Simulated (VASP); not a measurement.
# P (Pm-3m) in VASP: notebook

Runs on P. Level: PBEsol+D4. Tasks: relaxation of cell and atoms.

Program: VASP 6.6.1. These are calculated values, not measurements. Logs are shortened: lines on timing, memory, paths and dates and some standing lists are left out, and cuts for length are marked.

### Step 1. The cell of the first run

It takes space group Pm-3m (No. 221, cubic). Conventional cell: a = 2.315 Å, b = 2.315 Å, c = 2.315 Å, α = 90.00°, β = 90.00°, γ = 90.00°. Within 3.1 Å of P (site symmetry m-3m) lie 6 P at 2.32 Å.

This isn't the form of P at room conditions, which is orthorhombic.

### Step 2. Relaxation of cell and atoms, PBEsol+D4, target pressure 25 GPa, at which the enthalpy is minimised

INCAR

```
  ALGO = Normal
  EDIFF = 1E-7
  EDIFFG = -0.004
  ENCUT = 500
  GGA = PS
  GGA_COMPAT = F
  IBRION = 2
  ISIF = 3
  ISMEAR = 0
  IVDW = 13
  LASPH = T
  LCHARG = F
  LREAL = F
  LWAVE = F
  NELM = 120
  NELMIN = 4
  NSW = 70
  PREC = Accurate
  PSTRESS = 250.0
  SIGMA = 0.1
```

KPOINTS

```
k-points
0
Gamma
  18 18 18
```

POSCAR

```
P
1.0
    2.3154079048      0.0000000000      0.0000000000
    0.0000000000      2.3154079048      0.0000000000
    0.0000000000      0.0000000000      2.3154079048
P
1
Direct
    0.0000000000      0.0000000000      0.0000000000
```

Potentials or basis: VASP PAW PBE potentials, release 64 (P).

The run is started by

```sh
$ cat potpaw_PBE.64/P/POTCAR > POTCAR
$ mpirun -np 1 vasp_std > vasp.out
```

OUTCAR:

```text
EDIFF = 1E-7
   EDIFFG = -0.004
   ENCUT = 500
   GGA = PS
   IBRION = 2
   ISIF = 3
   ISMEAR = 0
   IVDW = 13
   LASPH = T
   LREAL = F
   NELM = 120
   NELMIN = 4
   NSW = 70
   PREC = Accurate
   PSTRESS = 250.0

 ion  position               nearest neighbor table
   1  0.000  0.000  0.000-

  LATTYP: Found a simple cubic cell.
 ALAT       =     2.3154079048

  Lattice vectors:

 A1 = (   2.3154079048,   0.0000000000,   0.0000000000)
 A2 = (   0.0000000000,   2.3154079048,   0.0000000000)
 A3 = (   0.0000000000,   0.0000000000,   2.3154079048)

Analysis of symmetry for initial positions (statically):
=====================================================================
 Subroutine PRICEL returns:
 Original cell was already a primitive cell.

 Routine SETGRP: Setting up the symmetry group for a
 simple cubic supercell.

 Subroutine GETGRP returns: Found 48 space group operations
 (whereof 48 operations were pure point group operations)
 out of a pool of 48 trial point group operations.

The static configuration has the point symmetry O_h .

Analysis of symmetry for dynamics (positions and initial velocities):
=====================================================================
 Subroutine PRICEL returns:
 Original cell was already a primitive cell.

 Routine SETGRP: Setting up the symmetry group for a
 simple cubic supercell.

 Subroutine GETGRP returns: Found 48 space group operations
 (whereof 48 operations were pure point group operations)
 out of a pool of 48 trial point group operations.

The dynamic configuration has the point symmetry O_h .

 Subroutine INISYM returns: Found 48 space group operations
 (whereof 48 operations are pure point group operations),
 and found     1 'primitive' translations

----------------------------------------------------------------------------------------

                                     Primitive cell

  volume of cell :      12.4132

  direct lattice vectors                    reciprocal lattice vectors
     2.315407905  0.000000000  0.000000000     0.431889344  0.000000000  0.000000000
     0.000000000  2.315407905  0.000000000     0.000000000  0.431889344  0.000000000
     0.000000000  0.000000000  2.315407905     0.000000000  0.000000000  0.431889344

  length of vectors
     2.315407905  2.315407905  2.315407905     0.431889344  0.431889344  0.431889344

  position of ions in fractional coordinates (direct lattice)
     0.000000000  0.000000000  0.000000000

  ion indices of the primitive-cell ions
   primitive index   ion index
                 1           1
[... 57 lines left out ...]
   dimension x,y,z NGX =    18 NGY =   18 NGZ =   18
   dimension x,y,z NGXF=    36 NGYF=   36 NGZF=   36
   ions per type =               1
   NGX,Y,Z   is equivalent  to a cutoff of  12.92, 12.92, 12.92 a.u.
   NGXF,Y,Z  is equivalent  to a cutoff of  25.85, 25.85, 25.85 a.u.
 SYSTEM =  unknown system
   PREC   = accura    normal or accurate (medium, high low for compatibility)
   ISTART =      0    job   : 0-new  1-cont  2-samecut
   ICHARG =      2    charge: 1-file 2-atom 10-const
   ISPIN  =      1    spin polarized calculation?
   LNONCOLLINEAR =      F non collinear calculations
   LSORBIT =      F    spin-orbit coupling
   LASPH  =      T    aspherical Exc in radial PAW
   ENCUT  =  500.0 eV  36.75 Ry    6.06 a.u.   4.22  4.22  4.22*2*pi/ulx,y,z
   NELM   =    120;   NELMIN=  4; NELMDL= -5     # of ELM steps
   EDIFF  = 0.1E-06   stopping-criterion for ELM
   LREAL  =      F    real-space projection
   EDIFFG = -.4E-02   stopping-criterion for IOM
   NSW    =     70    number of steps for IOM
   IBRION =      2    ionic relax: 0-MD 1-quasi-New 2-CG
   NFREE  =      1    steps in history (QN), initial steepest desc. (CG)
   ISIF   =      3    stress and relaxation
   ISYM   =      2    0-nonsym 1-usesym 2-fastsym
   POTIM  = 0.5000    time-step for ionic-motion
   TEBEG  =    0.0;   TEEND  =   0.0 temperature during run
   PSTRESS=  250.0 pullay stress
   NELECT =       5.0000    total number of electrons
   NUPDOWN=      -1.0000    fix difference up-down
   EMIN   =  10.00;   EMAX   =-10.00  energy-range for DOS
   EFERMI =   0.00;   METHOD = LEGACY
   ISMEAR =     0;   SIGMA  =   0.10  broadening in eV -4-tet -1-fermi 0-gaus
   EFERMI_NEDOS =   21; number of points for ismear=-14 and -15
   IALGO  =     38    algorithm
   IMIX   =      4    mixing-type and parameters
     AMIX     =   0.40;   BMIX     =  1.00
     AMIX_MAG =   1.60;   BMIX_MAG =  1.00
  volume/ion in A,a.u.               =      12.41        83.77
  Fermi-wavevector in a.u.,A,eV,Ry     =   1.209031  2.284737 19.888387  1.461755
  Thomas-Fermi vector in A             =   2.344620
   LORBIT       =      0    0 simple, 1 ext, 2 COOP (PROOUT), +10 PAW based schemes
   GGA     = PS    functional components
   LHFCALC =     F    Hartree Fock is set to
   AEXX    =    0.0000 exact exchange contribution
   IVDW    =    13    specifies the selected vdW correction
   LEPSILON=     F    determine dielectric tensor
   LRPA    =     F    only Hartree local field effects (RPA)
 conjugate gradient relaxation of ions
 non-spin polarized calculation
 Gauss-broadening in eV      SIGMA  =   0.10
  energy-cutoff  :      500.00
  volume of cell :       12.41
 maximum number of plane-waves:       326
 NGX is ok and might be reduce to    18
   NGX =  9   NGY =  9   NGZ =  9

--------------------------------------- Ionic step        1  -------------------------------------------

 number of electron       5.0000001 magnetization

 Free energy of the ion-electron system (eV)
  ---------------------------------------------------
  ext. energy  EPLUGINS =         0.00000000
  ---------------------------------------------------
  free energy    TOTEN  =        -5.65365694 eV

  energy without entropy =       -5.65216671  energy(sigma->0) =       -5.65291183

------------------------ aborting loop because EDIFF is reached ----------------------------------------

  DFT-D4 for vdW energy calculation

  Edisp (eV):   -0.32866
[... 196 lines left out ...]
--------------------------------------- Ionic step        6  -------------------------------------------

 number of electron       4.9999999 magnetization

 Free energy of the ion-electron system (eV)
  ---------------------------------------------------
  ext. energy  EPLUGINS =         0.00000000
  ---------------------------------------------------
  free energy    TOTEN  =        -5.59982143 eV

  energy without entropy =       -5.59836108  energy(sigma->0) =       -5.59909126

 E-fermi :  12.3808     XC(G=0): -12.2006

 val. band max:       12.3589884895   @ k =   0.5000   0.2778   0.0556
 cond. band min:      12.4084866388   @ k =   0.4444   0.2778   0.1667
 fundamental gap:      0.0494981493
 Fermi energy:        12.3808293628

 k-point     1 :       0.0000    0.0000    0.0000
  band No.  band energies     occupation
      1      -6.1114      2.00000
      2      18.5587      0.00000
      3      18.5587      0.00000
      4      18.5587      0.00000
      5      19.0153      0.00000
      6      19.0153      0.00000
[... 199 lines left out ...]
 k-point    24 :       0.3333    0.1111    0.0000
  band No.  band energies     occupation
      1      -2.9168      2.00000
      2       6.1487      2.00000
      3      16.7401      0.00000
      4      21.0559      0.00000
      5      23.7695      0.00000
      6      26.9853      0.00000

 [... further k-points ...]

------------------------ aborting loop because EDIFF is reached ----------------------------------------

  DFT-D4 for vdW energy calculation

  Edisp (eV):   -0.33696
[... 28 lines left out ...]
  energy  without entropy=       -5.9353213385  energy(sigma->0) =       -5.93605151

  enthalpy is  TOTEN    =        -4.0519836282 eV   P V=        1.8847980567

 reached required accuracy - stopping structural energy minimisation
```

CONTCAR:

```text
P
   1.00000000000000
     2.2944493038727352   -0.0000000000000000    0.0000000000000000
     0.0000000000000000    2.2944493038727347   -0.0000000000000000
     0.0000000000000000   -0.0000000000000000    2.2944493038727347
  P
     1
Direct
     0.0000000000000000    0.0000000000000000    0.0000000000000000

  0.00000000E+00  0.00000000E+00  0.00000000E+00
```

Wall time 20 s (1 thread of Intel Xeon 6975P-C (Granite Rapids), shared host); peak memory 0.12 GiB.

What came out:

| Property | Result |
| --- | --- |
| Free energy | -5.9368 eV |
| Relaxed volume | 12.08 Å³/atom |
| Relaxed cell | a = 2.294 Å, b = 2.294 Å, c = 2.294 Å, α = 90.00°, β = 90.00°, γ = 90.00° |
| Space group after relaxing (to 0.1 Å) | Pm-3m (No. 221) |
| Energy change on relaxing (the run minimises the enthalpy) | +45.5 meV/atom |
| Ionic steps | 6 |
| Pressure after relaxing | 25.0 GPa |
| Band gap on the k mesh | zero (an odd number of electrons rules out a gap without spin polarisation) |
| Dispersion energy per atom | -0.337 eV |

Step by step:
```tsv
step	energy change (eV)	largest force (eV/Å)	pressure (GPa)	volume (Å³)
1	0.0000	0.0000	18.85	12.41
2	0.1399	0.0000	35.29	11.58
3	0.0450	0.0000	24.93	12.08
4	0.0460	0.0000	25.06	12.08
5	0.0450	0.0000	24.93	12.08
6	0.0455	0.0000	25.00	12.08
```

Final structure:
```
CELL_PARAMETERS angstrom
2.29445 0.00000 0.00000
0.00000 2.29445 0.00000
0.00000 0.00000 2.29445
ATOMIC_POSITIONS crystal
P 0.00000 0.00000 0.00000
```

Levels at points of the mesh, in eV from the Fermi level:
```
           k point  band 1  band 2  band 3  band 4  band 5  band 6
(0.00, 0.00, 0.00)  -18.49    6.18    6.18    6.18    6.63    6.63
(0.50, 0.00, 0.00)  -13.11  -10.37    9.67    9.89    9.89   15.26
(0.50, 0.50, 0.00)   -7.15   -6.16   -6.16   -0.28   13.41   18.30
(0.50, 0.50, 0.50)   -2.28   -2.28   -2.28    0.87    4.04    4.04
```

Caveat: the cell is relaxed towards a set pressure, so the run minimises the enthalpy, not the energy; the PAW data sets were made with another functional, which shifts forces and pressure a little.

[end of part 1 of 2]
